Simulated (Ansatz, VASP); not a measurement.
# BeTeS4: VASP beside Ansatz

INCAR

```
SYSTEM = BeTeS4
ALGO = Normal
EDIFF = 1E-7
EDIFFG = -0.08
ENCUT = 600
GGA = PE
GGA_COMPAT = .FALSE.
IBRION = 2
ISIF = 3
ISMEAR = 0
LASPH = .TRUE.
LCHARG = .FALSE.
LREAL = .FALSE.
LWAVE = .FALSE.
NELM = 120
NELMIN = 4
NSW = 36
PREC = Accurate
SIGMA = 0.15
```

Contents of KPOINTS:

```
k-points
0
G
  2 2 3
  0 0 0
```

The input POSCAR:

```
BeTeS4
1.0
    4.0088485300     -3.8063999900      0.0000000000
    4.0088485300      3.8063999900      0.0000000000
   -0.5870863300      0.0000000000      4.1412271600
Be Te S
1 1 4
Direct
    0.0000000000      0.0000000000      0.0000000000
    0.5000000000      0.5000000000      0.5000000000
    0.7100911100      0.7100911100      0.9443353400
    0.8054449000      0.1945551000      0.5000000000
    0.1945551000      0.8054449000      0.5000000000
    0.2899088900      0.2899088900      0.0556646600
```

Input for Ansatz:

```yaml
crystal:
  lattice:
    - [4.00884853, -3.80639999, 0.0]
    - [4.00884853, 3.80639999, 0.0]
    - [-0.58708633, 0.0, 4.14122716]
  atoms:
    - { symbol: Be, position: [0.0, 0.0, 0.0] }
    - { symbol: Te, position: [0.5, 0.5, 0.5] }
    - { symbol: S, position: [0.71009111, 0.71009111, 0.94433534] }
    - { symbol: S, position: [0.8054449, 0.1945551, 0.5] }
    - { symbol: S, position: [0.1945551, 0.8054449, 0.5] }
    - { symbol: S, position: [0.28990889, 0.28990889, 0.05566466] }
basis:
  ecutwfc: 420
kpoints:
  mp_grid: { grid: [2, 2, 3] }
hamiltonian:
  xc: pbe
scf:
  occupations: { method: gaussian, width: 0.15 }
  lower_state_search: "off"
output:
  forces: true
  stress: true
  eigenvalues: true
relax:
  adjacent_minimum: "off"
  f_tol: 0.08
  max_steps: 16
  cell: { stress_tol: 0.8 }
```

Change from the starting cell: species swapped into the LiAgF4 type (C2/m, No. 12).

Alike in both runs: task relaxation of cell and atoms; functional PBE; k mesh 2 × 2 × 3; occupations gaussian, width 0.15 eV; no spin polarisation.

|  | VASP | Ansatz |
| --- | --- | --- |
| version | VASP 6.6.1 | Ansatz 0.2.0 |
| potentials or method | VASP PAW PBE potentials, release 64 (Be, Te, S), cutoff 600 eV | scalar-relativistic, plane waves, PAW |
| valence electrons in the cell | 32 | 42 |

```csv
,VASP,Ansatz,Ansatz less VASP
"gap on the k mesh at the Fermi level, each at its own relaxed structure (eV)",none,none,-
relaxed volume (Å³/atom),20.14,20.09,-0.049
relaxed cell length with the largest relative difference (Å),3.736,3.750,+0.0144
```

A gap of «none» marks a metal or a gap that the smearing closes. VASP's potentials hold 32 valence electrons a cell and Ansatz's 42, so a difference there can come from the potentials and not from the codes.

The k mesh is coarse, so the values compare programs but aren't converged. Neither program's run includes spin-orbit coupling.
